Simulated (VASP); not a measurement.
A run of VASP 6.6.1 is set up as follows.

INCAR

```
  ALGO = Normal
  EDIFF = 1E-7
  EDIFFG = -0.01
  ENCUT = 600
  GGA = PE
  IBRION = 2
  ISIF = 3
  ISMEAR = -1
  ISPIN = 2
  LASPH = T
  LCHARG = F
  LMAXMIX = 4
  LORBIT = 11
  LREAL = F
  LWAVE = F
  MAGMOM = 1
  NELM = 150
  NSW = 80
  PREC = Accurate
  SIGMA = 0.05
```

The input KPOINTS:

```
k-points
0
Gamma
  12 12 12
```

File POSCAR:

```
Ti
1.0
    2.6717143674      0.0000000000      0.0000000000
    0.0000000000      2.6717143674      0.0000000000
    0.0000000000      0.0000000000      2.6717143674
Ti
1
Direct
    0.0000000000      0.0000000000      0.0000000000
```

Potentials or basis: VASP PAW PBE potentials, release 64 (Ti_sv).

Run with:

```console
$ cat potpaw_PBE.64/Ti_sv/POTCAR > POTCAR
$ mpirun -np 1 vasp_std > vasp.out
```

Question: What does it give for the relaxed volume?

Answer: 18.47 Å³/atom.

Question: Predict the space group after relaxing (to 0.05 Å).

Answer: Pm-3m (No. 221).

Question: What does it give for the site moments?

Answer: Ti +0.29 μB.

Question: What does it give for the net moment?

Answer: 0.38 μB per cell.

Final structure:
```cif
data_structure
_symmetry_space_group_name_H-M 'P 1'
_symmetry_Int_Tables_number 1
_cell_length_a 2.6434
_cell_length_b 2.6434
_cell_length_c 2.6434
_cell_angle_alpha 90.000
_cell_angle_beta 90.000
_cell_angle_gamma 90.000
_cell_volume 18.47
loop_
_atom_site_label
_atom_site_type_symbol
_atom_site_fract_x
_atom_site_fract_y
_atom_site_fract_z
_atom_site_occupancy
Ti1 Ti 0.00000 0.00000 0.00000 1
```
